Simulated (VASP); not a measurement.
**Ti5C: single point with LDA**

The system is Ti5C, a slab with vacuum.

```xyz
6
Lattice="2.8641 0.0000 0.0000 -1.4321 2.4804 0.0000 0.0000 0.0000 24.4913" Properties=species:S:1:pos:R:3 pbc="T T T"
Ti    1.4321    0.8268    4.0000
Ti    0.0000    1.6536    6.2677
Ti    1.4321    0.8268    8.5601
Ti    0.0000    1.6536   10.8837
Ti    1.4321    0.8268   12.9913
C     1.4321    1.6536   14.6087
```

```
Program                : VASP 6.6.1
Task                   : single point
Functional             : LDA
Potentials or basis    : VASP PAW LDA potentials, release 64 (Ti_sv, C)
Cutoff                 : 520 eV
k mesh                 : 9 × 9 × 1
Occupations            : gaussian, width 0.1 eV
Spin                   : no spin polarisation
Dipole correction      : yes
Further INCAR settings : ALGO = Normal; EDIFF = 1e-06; NBANDS = 41
```

* Largest force: 2.511 eV/Å
* Band gap on the k mesh: zero (band 32 reaches 2.11 eV, above the bottom of band 33 at 1.06 eV)

Forces on the atoms (eV/Å):
```
Ti   0.000 -0.003  0.562
Ti   0.000  0.016 -0.507
Ti   0.000  0.031  0.097
Ti   0.000  0.361 -0.992
Ti   0.000 -2.395  0.757
C    0.000  1.989  0.084
```

Levels at points of the mesh, in eV from the Fermi level:
| k point | band 28 | band 29 | band 30 | band 31 | band 32 | band 33 | band 34 | band 35 | band 36 | band 37 |
| --- | --- | --- | --- | --- | --- | --- | --- | --- | --- | --- |
| (0.00, 0.00, 0.00) | -0.18 | 0.28 | 0.47 | 0.60 | 0.71 | 0.74 | 0.74 | 0.75 | 0.78 | 0.82 |

Wall time 5.9 min on 1 thread of AMD EPYC 9R45 96-Core Processor (Zen 5), on a shared host, peak memory 0.3 GiB.
